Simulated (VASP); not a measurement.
# KCl (P4/mmm) in VASP: further runs

Runs on KCl. Level: PBE. Tasks: single point.

Everything below comes from runs of VASP 6.6.1. Logs are shortened: lines on timing, memory, paths and dates and some standing lists are left out, and cuts for length are marked.

### 1 The cell of the first run

Symmetry: P4/mmm, No. 123, tetragonal system. The conventional cell has a = 3.771 Å, b = 3.771 Å, c = 3.872 Å, α = 90.00°, β = 90.00°, γ = 90.00°. Within 4.3 Å of K (site symmetry 4/mmm) lie 8 Cl at 3.30 Å and 6 K at 3.77 to 3.87 Å. Within 4.3 Å of Cl (site symmetry 4/mmm) lie 8 K at 3.30 Å and 6 Cl at 3.77 to 3.87 Å.

### 2 Single point, PBE (uniaxial y strain +2.7%)

INCAR reads:

```
SYSTEM = KCl
PREC = Accurate
ENCUT = 520
EDIFF = 1E-6
ISMEAR = 0
SIGMA = 0.01
LREAL = .FALSE.
LASPH = .TRUE.
NELM = 80
ALGO = Normal
ISIF = 2
LWAVE = .FALSE.
LCHARG = .FALSE.
GGA = PE
NBANDS = 15
```

KPOINTS reads:

```
regular mesh
0
G
  4 4 4
  0 0 0
```

POSCAR reads:

```
KCl
1.0
    3.7708085932      0.0000000000      0.0000000000
    0.0000000000      3.8722433443      0.0000000000
    0.0000000000      0.0000000000      3.7708085932
K Cl
1 1
Direct
    0.0000000000      0.0000000000      0.0000000000
    0.5000000000      0.5000000000      0.5000000000
```

Potentials or basis: VASP PAW PBE potentials, release 64 (K_sv, Cl).

The run is started by

```bash
cat potpaw_PBE.64/K_sv/POTCAR potpaw_PBE.64/Cl/POTCAR > POTCAR
mpirun -np 1 vasp_std > vasp.out
```

OUTCAR:

```text
SYSTEM = KCl
   PREC = Accurate
   ENCUT = 520
   EDIFF = 1E-6
   ISMEAR = 0
   LREAL = .FALSE.
   LASPH = .TRUE.
   NELM = 80
   ISIF = 2
   GGA = PE

 ion  position               nearest neighbor table
   1  0.000  0.000  0.000-
   2  0.500  0.500  0.500-

  LATTYP: Found a simple tetragonal cell.
 ALAT       =     3.7708085932
 C/A-ratio  =     1.0269000000

  Lattice vectors:

 A1 = (  -3.7708085932,   0.0000000000,   0.0000000000)
 A2 = (   0.0000000000,   0.0000000000,   3.7708085932)
 A3 = (   0.0000000000,   3.8722433443,   0.0000000000)

Analysis of symmetry for initial positions (statically):
=====================================================================
 Subroutine PRICEL returns:
 Original cell was already a primitive cell.

 Routine SETGRP: Setting up the symmetry group for a
 simple tetragonal supercell.

 Subroutine GETGRP returns: Found 16 space group operations
 (whereof 16 operations were pure point group operations)
 out of a pool of 16 trial point group operations.

The static configuration has the point symmetry D_4h.

Analysis of symmetry for dynamics (positions and initial velocities):
=====================================================================
 Subroutine PRICEL returns:
 Original cell was already a primitive cell.

 Routine SETGRP: Setting up the symmetry group for a
 simple tetragonal supercell.

 Subroutine GETGRP returns: Found 16 space group operations
 (whereof 16 operations were pure point group operations)
 out of a pool of 16 trial point group operations.

The dynamic configuration has the point symmetry D_4h.

 Subroutine INISYM returns: Found 16 space group operations
 (whereof 16 operations are pure point group operations),
 and found     1 'primitive' translations

----------------------------------------------------------------------------------------

                                     Primitive cell

  volume of cell :      55.0594

  direct lattice vectors                    reciprocal lattice vectors
     3.770808593  0.000000000  0.000000000     0.265195110  0.000000000  0.000000000
     0.000000000  3.872243344  0.000000000     0.000000000  0.258248233  0.000000000
     0.000000000  0.000000000  3.770808593     0.000000000  0.000000000  0.265195110

  length of vectors
     3.770808593  3.872243344  3.770808593     0.265195110  0.258248233  0.265195110

  position of ions in fractional coordinates (direct lattice)
     0.000000000  0.000000000  0.000000000
     0.500000000  0.500000000  0.500000000

[... 78 lines left out ...]
   TEBEG  =    0.0;   TEEND  =   0.0 temperature during run
   PSTRESS=    0.0 pullay stress
   NELECT =      16.0000    total number of electrons
   NUPDOWN=      -1.0000    fix difference up-down
   EMIN   =  10.00;   EMAX   =-10.00  energy-range for DOS
   EFERMI =   0.00;   METHOD = LEGACY
   ISMEAR =     0;   SIGMA  =   0.01  broadening in eV -4-tet -1-fermi 0-gaus
   EFERMI_NEDOS =   21; number of points for ismear=-14 and -15
   IALGO  =     38    algorithm
   IMIX   =      4    mixing-type and parameters
     AMIX     =   0.40;   BMIX     =  1.00
     AMIX_MAG =   1.60;   BMIX_MAG =  1.00
  volume/ion in A,a.u.               =      27.53       185.78
  Fermi-wavevector in a.u.,A,eV,Ry     =   1.084354  2.049131 15.998041  1.175823
  Thomas-Fermi vector in A             =   2.220442
   LORBIT       =      0    0 simple, 1 ext, 2 COOP (PROOUT), +10 PAW based schemes
   GGA     = PE    functional components
   LHFCALC =     F    Hartree Fock is set to
   AEXX    =    0.0000 exact exchange contribution
   IVDW    =     0    specifies the selected vdW correction
   LEPSILON=     F    determine dielectric tensor
   LRPA    =     F    only Hartree local field effects (RPA)
 non-spin polarized calculation
 Gauss-broadening in eV      SIGMA  =   0.01
  energy-cutoff  :      520.00
  volume of cell :       55.06
 maximum number of plane-waves:      1508
   NGX = 15   NGY = 15   NGZ = 15

 number of electron      16.0000002 magnetization

 Free energy of the ion-electron system (eV)
  ---------------------------------------------------
  ext. energy  EPLUGINS =         0.00000000
  ---------------------------------------------------
  free energy    TOTEN  =        -6.64691081 eV

  energy without entropy =       -6.64691081  energy(sigma->0) =       -6.64691081

 E-fermi :  -0.5543     XC(G=0):  -8.1898

 val. band max:       -0.6508321004   @ k =   0.5000   0.5000   0.0000
 cond. band min:       4.2085487247   @ k =   0.0000   0.0000   0.0000
 fundamental gap:      4.8593808251
 Fermi energy:        -0.5543320932

 k-point     1 :       0.0000    0.0000    0.0000
  band No.  band energies     occupation
      1     -28.7177      2.00000
      2     -13.3103      2.00000
      3     -12.1059      2.00000
      4     -12.0940      2.00000
      5     -12.0940      2.00000
      6      -0.9946      2.00000
      7      -0.8515      2.00000
      8      -0.8515      2.00000
      9       4.2085      0.00000
     10       5.8036      0.00000
     11       5.9020      0.00000
     12       9.9583      0.00000
     13       9.9583      0.00000
     14      10.1362      0.00000
[... 293 lines left out ...]
      2     -12.8793      2.00000
      3     -12.2979      2.00000
      4     -12.2979      2.00000
      5     -12.2459      2.00000
      6      -2.0773      2.00000
      7      -2.0773      2.00000
      8      -2.0334      2.00000
      9       8.1486      0.00000
     10       8.2247      0.00000
     11       8.2247      0.00000
     12       9.1496      0.00000
     13       9.3723      0.00000
     14       9.3723      0.00000
     15      11.5913      0.00000

------------------------ aborting loop because EDIFF is reached ----------------------------------------

  FORCE on cell =-STRESS in cart. coord.  units (eV):
  Direction    XX          YY          ZZ          XY          YZ          ZX
  --------------------------------------------------------------------------------------
  -------------------------------------------------------------------------------------
  Total        0.3153198     -0.0917689      0.3153198     -0.0000000      0.0000000      0.0000000
  in kB        9.1755103     -2.6703884      9.1755103     -0.0000000      0.0000000      0.0000000
  external PRESSURE =       5.2268774 kB  Pullay stress =       0.0000000 kB

 VOLUME and BASIS-vectors are now :
 -----------------------------------------------------------------------------
  energy-cutoff  :      520.00
  volume of cell :       55.06
      direct lattice vectors                 reciprocal lattice vectors
     3.770808593  0.000000000  0.000000000     0.265195110  0.000000000  0.000000000
     0.000000000  3.872243344  0.000000000     0.000000000  0.258248233  0.000000000
     0.000000000  0.000000000  3.770808593     0.000000000  0.000000000  0.265195110

 POSITION                                       TOTAL-FORCE (eV/Angst)
 -----------------------------------------------------------------------------------
      0.00000      0.00000      0.00000         0.000000      0.000000      0.000000
      1.88540      1.93612      1.88540         0.000000      0.000000      0.000000
 -----------------------------------------------------------------------------------
    total drift:                               -0.000000      0.000000      0.000000

  FREE ENERGIE OF THE ION-ELECTRON SYSTEM (eV)
  ---------------------------------------------------
  free  energy   TOTEN  =        -6.6469108073 eV

  energy  without entropy=       -6.6469108073  energy(sigma->0) =       -6.64691081
```

OSZICAR:

```text
N       E                     dE             d eps       ncg     rms          rms(c)
DAV:   1     0.103623815556E+03    0.10362E+03   -0.71561E+03   540   0.959E+02
DAV:   2    -0.133483304441E+01   -0.10496E+03   -0.97782E+02   747   0.245E+02
DAV:   3    -0.676186520666E+01   -0.54270E+01   -0.54033E+01   729   0.498E+01
DAV:   4    -0.695583704425E+01   -0.19397E+00   -0.19391E+00   791   0.830E+00
DAV:   5    -0.695719283817E+01   -0.13558E-02   -0.13558E-02   771   0.800E-01    0.299E+00
DAV:   6    -0.667866375145E+01    0.27853E+00   -0.29916E-01   673   0.320E+00    0.249E+00
DAV:   7    -0.664464182541E+01    0.34022E-01   -0.88805E-02   701   0.195E+00    0.150E+00
DAV:   8    -0.664660141652E+01   -0.19596E-02   -0.17580E-02   739   0.101E+00    0.199E-01
DAV:   9    -0.664665130915E+01   -0.49893E-04   -0.75694E-04   730   0.192E-01    0.108E-01
DAV:  10    -0.664691393725E+01   -0.26263E-03   -0.35811E-04   631   0.151E-01    0.283E-02
DAV:  11    -0.664690986404E+01    0.40732E-05   -0.13116E-05   801   0.274E-02    0.836E-03
DAV:  12    -0.664691080732E+01   -0.94328E-06   -0.12301E-06   567   0.931E-03
   1 F= -.66469108E+01 E0= -.66469108E+01  d E =-.636328E-44
```

stdout:

```text
POSCAR found type information on POSCAR K Cl
 POSCAR found :  2 types and       2 ions
 scaLAPACK will be used
 LDA part: xc-table for (Slater+PW92), standard interpolation
 POSCAR, INCAR and KPOINTS ok, starting setup
 FFT: planning ... GRIDC
 FFT: planning ... GRID_SOFT
 FFT: planning ... GRID
 WAVECAR not read
 entering main loop
```

Wall time 11 s (1 thread of Intel Xeon Platinum 8259CL at 2.50GHz (Skylake/Cascade Lake), shared host); peak memory 0.16 GiB.

What came out:

```
Free energy            : -6.6469 eV
Pressure               : 0.5 GPa
Band gap on the k mesh : 4.86 eV, indirect (least direct gap 5.06 eV)
```

Caveat: the cell differs from its parent crystal (uniaxial y strain +2.7%).

### 3 Single point, PBE (uniaxial x strain +3.3%)

INCAR reads:

```
SYSTEM = KCl
PREC = Accurate
ENCUT = 520
EDIFF = 1E-6
ISMEAR = 0
SIGMA = 0.01
LREAL = .False.
LASPH = .True.
NELM = 100
ALGO = Normal
ISIF = 2
LWAVE = .False.
LCHARG = .True.
GGA = PE
LELF = .True.
LVHAR = .True.
NBANDS = 15
```

KPOINTS reads:

```
Automatic mesh
0
Gamma
  4 4 4
  0 0 0
```

POSCAR reads:

```
KCl
1.0
    3.8944911150      0.0000000000      0.0000000000
    0.0000000000      3.7708085932      0.0000000000
    0.0000000000      0.0000000000      3.7708085932
K Cl
1 1
Direct
    0.0000000000      0.0000000000      0.0000000000
    0.5000000000      0.5000000000      0.5000000000
```

Potentials or basis: VASP PAW PBE potentials, release 64 (K_sv, Cl).

The run is started by

```bash
cat potpaw_PBE.64/K_sv/POTCAR potpaw_PBE.64/Cl/POTCAR > POTCAR
mpirun -np 1 vasp_std > vasp.out
```

Wall time 12 s (1 thread of Intel Xeon Platinum 8259CL at 2.50GHz (Skylake/Cascade Lake), shared host); peak memory 0.16 GiB.

The run converged. Its results:

| Property | Result |
| --- | --- |
| Free energy | -6.6463 eV |
| Pressure | 0.4 GPa |
| Band gap on the k mesh | 4.82 eV, indirect (least direct gap 5.02 eV) |

Stress tensor (GPa, compression positive):
```
-0.55  0.00  0.00
 0.00  0.88  0.00
 0.00  0.00  0.88
```

Levels at points of the mesh, in eV from the valence-band top:
| k point | band 5 | band 6 | band 7 | band 8 | band 9 | band 10 | band 11 | band 12 |
| --- | --- | --- | --- | --- | --- | --- | --- | --- |
| (0.00, 0.00, 0.00) | -11.47 | -0.37 | -0.20 | -0.20 | 4.82 | 6.44 | 6.56 | 10.57 |
| (0.50, 0.00, 0.00) | -11.28 | -1.86 | -0.23 | -0.23 | 7.76 | 7.81 | 8.15 | 10.14 |
| (0.00, 0.50, 0.00) | -11.33 | -1.87 | -0.38 | -0.19 | 7.75 | 7.86 | 8.41 | 10.09 |
| (0.50, 0.50, 0.00) | -11.41 | -1.31 | -1.24 | 0.00 | 6.11 | 7.34 | 8.95 | 9.06 |
| (0.00, 0.50, 0.50) | -11.41 | -1.27 | -1.27 | -0.14 | 6.21 | 7.08 | 8.71 | 8.71 |
| (0.50, 0.50, 0.50) | -11.61 | -1.42 | -1.42 | -1.37 | 8.76 | 8.85 | 8.85 | 9.73 |

Caveat: the cell differs from its parent crystal (uniaxial x strain +3.3%). A k mesh can miss the band edges.
